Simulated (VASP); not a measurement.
# CuSn3O8 in VASP: single point with PBEsol

Aim: the single point of CuSn3O8 with PBEsol.

Everything below comes from runs of VASP 6.6.1. Logs are shortened: lines on timing, memory, paths and dates and some standing lists are left out, and cuts for length are marked.

## 1. The cell of the first run

The typed cell holds 12 atoms: a = 4.737 Å, b = 4.737 Å, c = 6.373 Å, α = 90.00°, β = 90.00°, γ = 90.00°.

## 2. Single point, PBEsol, collinear spin

INCAR reads:

```
SYSTEM = CuSn3O8
PREC = Accurate
ENCUT = 520
EDIFF = 1E-7
ISMEAR = 0
SIGMA = 0.05
LREAL = .FALSE.
LASPH = .TRUE.
NELM = 150
ALGO = Normal
ISIF = 2
LWAVE = .FALSE.
LCHARG = .FALSE.
ISPIN = 2
MAGMOM = 3 0 0 0 0 0 0 0 0 0 0 0
LORBIT = 11
LMAXMIX = 4
GGA = PS
NBANDS = 66
```

KPOINTS reads:

```
regular mesh
0
G
  4 4 3
  0 0 0
```

POSCAR reads:

```
CuSn3O8
1.0
    4.7373500000      0.0000000000      0.0000000000
    0.0000000000      4.7373500000      0.0000000000
    0.0000000000      0.0000000000      6.3728000000
Cu Sn O
1 3 8
Direct
    0.0017262554      0.0017209060      0.0006958083
    0.0017680500      0.0017000142      0.5007047481
    0.5017688096      0.5016957799      0.2468803500
    0.5017142473      0.5017590507      0.7545217515
    0.3007789379      0.3008445520      0.0007050426
    0.3091042578      0.3092008550      0.5006986411
    0.1933131846      0.8102809293      0.2447227132
    0.1932631728      0.8103141321      0.7566616821
    0.7027042807      0.7025940311      0.0007053464
    0.6943421073      0.6942878422      0.5007000989
    0.8102422603      0.1931440353      0.2447507560
    0.8101996735      0.1931796657      0.7566598979
```

Potentials or basis: VASP PAW PBE potentials, release 64 (Cu, Sn_d, O).

The run is started by

```console
cat potpaw_PBE.64/Cu/POTCAR potpaw_PBE.64/Sn_d/POTCAR potpaw_PBE.64/O/POTCAR > POTCAR
mpirun -np 1 vasp_std > vasp.out
```

OUTCAR:

```text
SYSTEM = CuSn3O8
   PREC = Accurate
   ENCUT = 520
   EDIFF = 1E-7
   ISMEAR = 0
   LREAL = .FALSE.
   LASPH = .TRUE.
   NELM = 150
   ISIF = 2
   ISPIN = 2
   LORBIT = 11
   GGA = PS

 ion  position               nearest neighbor table
   1  0.002  0.002  0.001-   9 2.00   5 2.00   8 2.02  11 2.02  12 2.02   7 2.02   2 3.19   2 3.19

   2  0.002  0.002  0.501-   6 2.06  10 2.06   8 2.08  11 2.08   7 2.08  12 2.08   1 3.19   1 3.19
                             4 3.72   4 3.72   3 3.72   3 3.72   4 3.72   3 3.72   3 3.72   4 3.72
   3  0.502  0.502  0.247-  11 2.07   7 2.07   9 2.07   5 2.07   6 2.07  10 2.07   4 3.14   4 3.24
                             2 3.72   2 3.72   2 3.72   2 3.72
   4  0.502  0.502  0.755-   8 2.07  12 2.07   9 2.07   5 2.07  10 2.07   6 2.07   3 3.14   3 3.24
                             2 3.72   2 3.72   2 3.72   2 3.72
   5  0.301  0.301  0.001-   1 2.00   3 2.07   4 2.07
   6  0.309  0.309  0.501-   2 2.06   3 2.07   4 2.07
   7  0.193  0.810  0.245-   1 2.02   3 2.07   2 2.08
   8  0.193  0.810  0.757-   1 2.02   4 2.07   2 2.08
   9  0.703  0.703  0.001-   1 2.00   3 2.07   4 2.07
  10  0.694  0.694  0.501-   2 2.06   4 2.07   3 2.07
  11  0.810  0.193  0.245-   1 2.02   3 2.07   2 2.08
  12  0.810  0.193  0.757-   1 2.02   4 2.07   2 2.08

  LATTYP: Found a simple tetragonal cell.
 ALAT       =     4.7373500000
 C/A-ratio  =     1.3452246509

  Lattice vectors:

 A1 = (   4.7373500000,   0.0000000000,   0.0000000000)
 A2 = (   0.0000000000,   4.7373500000,   0.0000000000)
 A3 = (   0.0000000000,   0.0000000000,   6.3728000000)

Analysis of symmetry for initial positions (statically):
=====================================================================
 Subroutine PRICEL returns:
 Original cell was already a primitive cell.

 Routine SETGRP: Setting up the symmetry group for a
 simple tetragonal supercell.

 Subroutine GETGRP returns: Found  1 space group operations
 (whereof  1 operations were pure point group operations)
 out of a pool of 16 trial point group operations.

The static configuration has the point symmetry C_1 .

Analysis of symmetry for dynamics (positions and initial velocities):
=====================================================================
 Subroutine PRICEL returns:
 Original cell was already a primitive cell.

 Routine SETGRP: Setting up the symmetry group for a
 simple tetragonal supercell.

 Subroutine GETGRP returns: Found  1 space group operations
 (whereof  1 operations were pure point group operations)
 out of a pool of 16 trial point group operations.

The dynamic configuration has the point symmetry C_1 .

Analysis of structural, dynamic, and magnetic symmetry:
=====================================================================
 Subroutine PRICEL returns:
 Original cell was already a primitive cell.

 Routine SETGRP: Setting up the symmetry group for a
 simple tetragonal supercell.

 Subroutine GETGRP returns: Found  1 space group operations
 (whereof  1 operations were pure point group operations)
 out of a pool of 16 trial point group operations.

The overall configuration has the point symmetry C_1 .

 Subroutine INISYM returns: Found  1 space group operations
 (whereof  1 operations are pure point group operations),
 and found     1 'primitive' translations

----------------------------------------------------------------------------------------

                                     Primitive cell

  volume of cell :     143.0215

  direct lattice vectors                    reciprocal lattice vectors
     4.737350000  0.000000000  0.000000000     0.211088478  0.000000000  0.000000000
     0.000000000  4.737350000  0.000000000     0.000000000  0.211088478  0.000000000
     0.000000000  0.000000000  6.372800000     0.000000000  0.000000000  0.156916897

  length of vectors
     4.737350000  4.737350000  6.372800000     0.211088478  0.211088478  0.156916897

  position of ions in fractional coordinates (direct lattice)
     0.001726255  0.001720906  0.000695808
     0.001768050  0.001700014  0.500704748
     0.501768810  0.501695780  0.246880350
     0.501714247  0.501759051  0.754521752
     0.300778938  0.300844552  0.000705043
     0.309104258  0.309200855  0.500698641
     0.193313185  0.810280929  0.244722713
     0.193263173  0.810314132  0.756661682
     0.702704281  0.702594031  0.000705346
     0.694342107  0.694287842  0.500700099
     0.810242260  0.193144035  0.244750756
     0.810199674  0.193179666  0.756659898

  ion indices of the primitive-cell ions
   primitive index   ion index
                 1           1
                 2           2
                 3           3
                 4           4
                 5           5
                 6           6
                 7           7
                 8           8
                 9           9
                10          10
[... 31 lines left out ...]
  0.000000  0.000000  0.000000      1.000000
  0.250000  0.000000  0.000000      2.000000
  0.000000  0.250000  0.000000      2.000000
  0.500000  0.000000  0.000000      1.000000
  0.000000  0.500000  0.000000      1.000000
  0.250000  0.250000  0.000000      2.000000
[... 16 lines left out ...]
 -0.250000  0.500000  0.333333      2.000000
  0.500000 -0.250000  0.333333      2.000000
 [... further k-points ...]
   k-points           NKPTS =     26   k-points in BZ     NKDIM =     26   number of bands    NBANDS=     66
   number of dos      NEDOS =    301   number of ions     NIONS =     12
   total plane-waves  NPLWV =  62208
   dimension x,y,z NGX =    36 NGY =   36 NGZ =   48
   dimension x,y,z NGXF=    72 NGYF=   72 NGZF=   96
   ions per type =               1   3   8
   NGX,Y,Z   is equivalent  to a cutoff of  12.63, 12.63, 12.52 a.u.
   NGXF,Y,Z  is equivalent  to a cutoff of  25.27, 25.27, 25.04 a.u.
 SYSTEM =  CuSn3O8
   PREC   = accura    normal or accurate (medium, high low for compatibility)
   ISTART =      0    job   : 0-new  1-cont  2-samecut
   ICHARG =      2    charge: 1-file 2-atom 10-const
   ISPIN  =      2    spin polarized calculation?
   LNONCOLLINEAR =      F non collinear calculations
   LSORBIT =      F    spin-orbit coupling
   LASPH  =      T    aspherical Exc in radial PAW
   ENCUT  =  520.0 eV  38.22 Ry    6.18 a.u.   8.81  8.81 11.85*2*pi/ulx,y,z
   NELM   =    150;   NELMIN=  2; NELMDL= -5     # of ELM steps
   EDIFF  = 0.1E-06   stopping-criterion for ELM
   LREAL  =      F    real-space projection
   EDIFFG = 0.1E-05   stopping-criterion for IOM
   NSW    =      0    number of steps for IOM
   IBRION =     -1    ionic relax: 0-MD 1-quasi-New 2-CG
   NFREE  =      0    steps in history (QN), initial steepest desc. (CG)
   ISIF   =      2    stress and relaxation
   ISYM   =      2    0-nonsym 1-usesym 2-fastsym
   POTIM  = 0.5000    time-step for ionic-motion
   TEBEG  =    0.0;   TEEND  =   0.0 temperature during run
   PSTRESS=    0.0 pullay stress
   NELECT =     101.0000    total number of electrons
   NUPDOWN=      -1.0000    fix difference up-down
   EMIN   =  10.00;   EMAX   =-10.00  energy-range for DOS
   EFERMI =   0.00;   METHOD = LEGACY
   ISMEAR =     0;   SIGMA  =   0.05  broadening in eV -4-tet -1-fermi 0-gaus
   EFERMI_NEDOS =   21; number of points for ismear=-14 and -15
   IALGO  =     38    algorithm
   IMIX   =      4    mixing-type and parameters
     AMIX     =   0.40;   BMIX     =  1.00
     AMIX_MAG =   1.60;   BMIX_MAG =  1.00
  volume/ion in A,a.u.               =      11.92        80.43
  Fermi-wavevector in a.u.,A,eV,Ry     =   1.457857  2.754950 28.917095  2.125347
  Thomas-Fermi vector in A             =   2.574609
   LORBIT       =     11    0 simple, 1 ext, 2 COOP (PROOUT), +10 PAW based schemes
   GGA     = PS    functional components
   LHFCALC =     F    Hartree Fock is set to
   AEXX    =    0.0000 exact exchange contribution
   IVDW    =     0    specifies the selected vdW correction
   LEPSILON=     F    determine dielectric tensor
   LRPA    =     F    only Hartree local field effects (RPA)
 spin polarized calculation
 Gauss-broadening in eV      SIGMA  =   0.05
  energy-cutoff  :      520.00
  volume of cell :      143.02
 maximum number of plane-waves:      3896
   NGX = 17   NGY = 17   NGZ = 23

 number of electron     101.0000015 magnetization       0.6335395

 Free energy of the ion-electron system (eV)
  ---------------------------------------------------
  ext. energy  EPLUGINS =         0.00000000
  ---------------------------------------------------
  free energy    TOTEN  =       -73.44974330 eV

  energy without entropy =      -73.44454458  energy(sigma->0) =      -73.44714394

 E-fermi :   4.6799     XC(G=0): -11.3471

 val. band max:        4.6782140240   @ k =  -0.2500   0.5000   0.0000
 cond. band min:       4.7096391281   @ k =   0.5000   0.5000   0.0000
 fundamental gap:      0.0314251041
 Fermi energy:         4.6799366608

 spin component 1

 k-point     1 :       0.0000    0.0000    0.0000
  band No.  band energies     occupation
      1     -16.0970      1.00000
      2     -16.0002      1.00000
      3     -15.5805      1.00000
      4     -15.4936      1.00000
      5     -15.4231      1.00000
      6     -15.1968      1.00000
[... 1549 lines left out ...]
     61      14.8947      0.00000
     62      15.0814      0.00000

 [... further k-points ...]

 spin component 2

 k-point     1 :       0.0000    0.0000    0.0000
  band No.  band energies     occupation
      1     -16.0839      1.00000
      2     -15.9927      1.00000
      3     -15.5698      1.00000
      4     -15.4789      1.00000
      5     -15.4187      1.00000
      6     -15.1951      1.00000
[... 1549 lines left out ...]
     61      14.9155      0.00000
     62      15.1089      0.00000

 [... further k-points ...]

 [bands above 62 left out]

------------------------ aborting loop because EDIFF is reached ----------------------------------------

  FORCE on cell =-STRESS in cart. coord.  units (eV):
  Direction    XX          YY          ZZ          XY          YZ          ZX
  --------------------------------------------------------------------------------------
  -------------------------------------------------------------------------------------
  Total       -2.9533013     -2.9497799     -4.4603375     -0.4868244     -0.0020780      0.0019622
  in kB      -33.0839313    -33.0444826    -49.9662864     -5.4535797     -0.0232787      0.0219814
  external PRESSURE =     -38.6982334 kB  Pullay stress =       0.0000000 kB

 VOLUME and BASIS-vectors are now :
 -----------------------------------------------------------------------------
  energy-cutoff  :      520.00
  volume of cell :      143.02
      direct lattice vectors                 reciprocal lattice vectors
     4.737350000  0.000000000  0.000000000     0.211088478  0.000000000  0.000000000
     0.000000000  4.737350000  0.000000000     0.000000000  0.211088478  0.000000000
     0.000000000  0.000000000  6.372800000     0.000000000  0.000000000  0.156916897

 POSITION                                       TOTAL-FORCE (eV/Angst)
 -----------------------------------------------------------------------------------
      0.00818      0.00815      0.00443        -0.000096     -0.000444      0.000218
      0.00838      0.00805      3.19089        -0.000916      0.000999     -0.001420
      2.37705      2.37671      1.57332        -0.000567      0.000196     -0.307967
      2.37680      2.37701      4.80842         0.001178     -0.001866      0.308600
      1.42490      1.42521      0.00449        -0.064302     -0.064424     -0.000477
      1.46434      1.46479      3.19085         0.054882      0.054437      0.000589
      0.91579      3.83858      1.55957        -0.355077      0.354313     -0.167606
      0.91556      3.83874      4.82205        -0.353449      0.352893      0.169445
      3.32896      3.32843      0.00450         0.064835      0.064887     -0.000215
      3.28934      3.28908      3.19086        -0.053913     -0.054367      0.000194
      3.83840      0.91499      1.55975         0.353320     -0.352956     -0.169388
      3.83820      0.91516      4.82204         0.354105     -0.353667      0.168025
 -----------------------------------------------------------------------------------
    total drift:                               -0.001334     -0.001397     -0.000001

  FREE ENERGIE OF THE ION-ELECTRON SYSTEM (eV)
  ---------------------------------------------------
  free  energy   TOTEN  =       -73.4497433016 eV

  energy  without entropy=      -73.4445445755  energy(sigma->0) =      -73.44714394

 total charge

# of ion       s       p       d       tot
------------------------------------------
    1        0.360   0.448   8.891   9.699
    2        0.894   1.081  10.358  12.332
    3        0.897   1.094  10.361  12.352
    4        0.897   1.094  10.361  12.352
    5        1.568   3.388   0.000   4.955
    6        1.561   3.467   0.000   5.029
    7        1.564   3.396   0.000   4.960
    8        1.564   3.396   0.000   4.960
    9        1.568   3.388   0.000   4.955
   10        1.561   3.467   0.000   5.029
   11        1.564   3.396   0.000   4.960
   12        1.564   3.396   0.000   4.960
--------------------------------------------------
tot         15.560  31.013  39.970  86.543

 magnetization (x)

# of ion       s       p       d       tot
------------------------------------------
    1       -0.003  -0.002   0.275   0.270
    2       -0.002   0.004   0.001   0.003
    3       -0.000   0.002   0.004   0.006
    4       -0.000   0.002   0.004   0.006
    5        0.001   0.024   0.000   0.025
    6        0.001   0.017   0.000   0.018
    7        0.003   0.051   0.000   0.054
    8        0.003   0.051   0.000   0.054
    9        0.001   0.024   0.000   0.025
   10        0.001   0.017   0.000   0.018
   11        0.003   0.051   0.000   0.054
   12        0.003   0.051   0.000   0.054
--------------------------------------------------
tot          0.011   0.292   0.284   0.586
```

Run time: 8 min. Hardware: 1 thread of AMD EPYC 9R45 (Zen 5), shared host; peak memory 0.47 GiB.

What came out:

```yaml
Free_energy: -73.4497 eV
Pressure: -3.9 GPa
Largest_force: 0.529 eV/Å
Net_moment: 0.63 μB per cell
Site_moments: Cu +0.27; Sn +0.00, +0.01 (each value once); O +0.03, +0.02, +0.05 (each value once) μB
Valence_electrons_inside_the_program's_atomic_spheres: Cu 9.70; Sn 12.33, 12.35 (each value once); O 4.96, 5.03 (each value once)
```

Forces on the atoms (eV/Å):
```
Cu   0.000  0.000  0.000
Sn  -0.001  0.001 -0.001
Sn  -0.001  0.000 -0.308
Sn   0.001 -0.002  0.309
O   -0.064 -0.064  0.000
O    0.055  0.054  0.001
O   -0.355  0.354 -0.168
O   -0.353  0.353  0.169
O    0.065  0.065  0.000
O   -0.054 -0.054  0.000
O    0.353 -0.353 -0.169
O    0.354 -0.354  0.168
```

Caveat: the cell stands under tension; a moment this small can come from the mesh or the smearing; the PAW data sets were made with another functional, which shifts forces and pressure a little; spin-orbit coupling is left out, which moves the levels of the heavy elements; a cell with one magnetic atom can't hold antiferromagnetic order, which such compounds often take; semilocal functionals often make such compounds metallic where correlation or magnetic order opens a gap, which also shifts bond lengths.
